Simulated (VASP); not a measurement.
CdSe: single point with PBE

Crystal: CdSe.

```
CELL_PARAMETERS angstrom
4.35659 0.00000 0.00000
-2.17829 3.77291 0.00000
0.00000 0.00000 7.11238
ATOMIC_POSITIONS crystal
Cd 0.33333 0.66667 0.00000
Cd 0.66667 0.33333 0.50000
Se 0.33333 0.66667 0.38500
Se 0.66667 0.33333 0.88500
```

```yaml
Program: VASP 6.6.1
Task: single point
Functional: PBE
Potentials_or_basis: VASP PAW PBE potentials, release 64 (Cd, Se)
Cutoff: 500 eV
k_mesh: 6 × 6 × 4
Occupations: fermi-dirac, width 0.05 eV
Spin: no spin polarisation
Dipole_correction: no
Further_INCAR_settings: ALGO = Normal; EDIFF = 1e-06; NBANDS = 26
```

```yaml
Pressure: 1.2 GPa
Largest_force: 0.253 eV/Å
Band_gap_on_the_k_mesh: 0.62 eV
```

Forces on the atoms (eV/Å):
```
Cd   0.000  0.000  0.253
Cd   0.000  0.000  0.253
Se   0.000  0.000 -0.253
Se   0.000  0.000 -0.253
```

Stress tensor (GPa, compression positive):
```
1.75 0.00 0.00
0.00 1.75 0.00
0.00 0.00 0.09
```

Levels at points of the mesh, in eV from the valence-band top:
```csv
k point,band 16,band 17,band 18,band 19,band 20,band 21
"(0.00, 0.00, 0.00)",0.00,0.00,0.00,0.62,2.07,5.87
"(0.50, 0.00, 0.00)",-1.73,-1.14,-0.77,3.15,3.30,4.82
"(0.00, 0.00, 0.50)",-0.35,-0.35,-0.35,2.26,2.26,5.77
"(0.50, 0.00, 0.50)",-1.28,-1.20,-1.20,2.97,2.97,4.78
```

Wall time 90 s on 1 thread of AMD EPYC 7R13 (shared host), peak memory 0.21 GiB.

As with any semilocal functional, this PBE gap is likely too small.
